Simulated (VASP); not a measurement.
Runs of VASP 6.6.1 on BN. The structure is that of space group P6_3mc (No. 186), or close to it. The cells are those of the table. 

```tsv
cell	gap on the mesh (eV)	pressure (GPa)	largest force (eV/Å)
a = 2.409, b = 2.409, c = 4.653 Å, angles 90.0, 90.0, 120.0°, 4 atoms	3.60	(a)	0.68
a = 2.536, b = 2.536, c = 4.199 Å, angles 90.0, 90.0, 120.0°, 4 atoms	5.20	8.3	0.06
a = 2.473, b = 2.473, c = 4.417 Å, angles 90.0, 90.0, 120.0°, 4 atoms	4.90	11.1	(b)
a = 2.663, b = 2.663, c = 3.809 Å, angles 90.0, 90.0, 120.0°, 4 atoms	5.16	20.4	1.40
a = 2.599, b = 2.599, c = 3.997 Å, angles 90.0, 90.0, 120.0°, 4 atoms	5.44	11.3	0.35
```

Alike in all rows: task single point; level PBE; potentials or basis VASP PAW PBE potentials, release 64 (B, N); no spin polarisation; k mesh 12 × 12 × 6; cutoff (eV) 520; smearing gaussian 0.02 eV.

Question: Fill in the values left out.

Answer: (a) 19.5; (b) 0.08.

Caveats: forces of over 1 eV/Å act on the atoms, so gaps and moduli don't describe the material at rest (some runs).

A k mesh can miss the band edges.
